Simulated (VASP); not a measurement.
Crystal: SnH5.

```xyz
6
Lattice="3.6180 0.0000 0.0000 -1.8090 3.1333 0.0000 0.0000 0.0000 5.3527" Properties=species:S:1:pos:R:3 pbc="T T T"
Sn    0.0000    2.0888    0.0000
H     1.8090    1.0444    3.6488
H     0.0000    2.0888    3.0645
H     1.8090    1.0444    2.6764
H     0.0000    2.0888    2.2882
H     1.8090    1.0444    1.7039
```

The cell was built from a structure type or drawn by symmetry, and may not be a known phase.

* Program: VASP 6.6.1
* Task: relaxation of cell and atoms
* Functional: PBE
* Potentials or basis: VASP PAW PBE potentials, release 64 (Sn_d, H_h)
* Cutoff: 910 eV
* k mesh: 6 × 6 × 4
* Occupations: gaussian, width 0.1 eV
* Spin: no spin polarisation

At the start: pressure -0.3 GPa; volume 10.11 Å³/atom.

Question: Where does the relaxation end?

Answer: Over 7 steps the energy falls by 12.2 meV/atom and the volume is 9.80 Å³/atom (-3.1 %); space group P-6m2 (No. 187, to 0.1 Å) before and after.

Step by step:
```csv
step,energy change (eV),largest force (eV/Å),pressure (GPa),volume (Å³)
1,0.0000,0.1394,-0.33,60.68
2,-0.0191,0.1314,-0.35,60.49
3,-0.0460,0.4943,-0.23,59.87
4,-0.0554,0.3835,-0.47,59.73
5,-0.0585,0.3862,-0.69,59.58
6,-0.0660,0.2878,-0.40,59.35
7,-0.0733,0.0321,0.35,58.78
```

Final structure:
```
CELL_PARAMETERS angstrom
3.46733 0.00000 0.00000
-1.73367 3.00280 0.00000
0.00000 0.00000 5.64535
ATOMIC_POSITIONS crystal
Sn 0.33333 0.66667 0.00000
H 0.66667 0.33333 0.67077
H 0.33333 0.66667 0.56782
H 0.66667 0.33333 0.50000
H 0.33333 0.66667 0.43218
H 0.66667 0.33333 0.32923
```
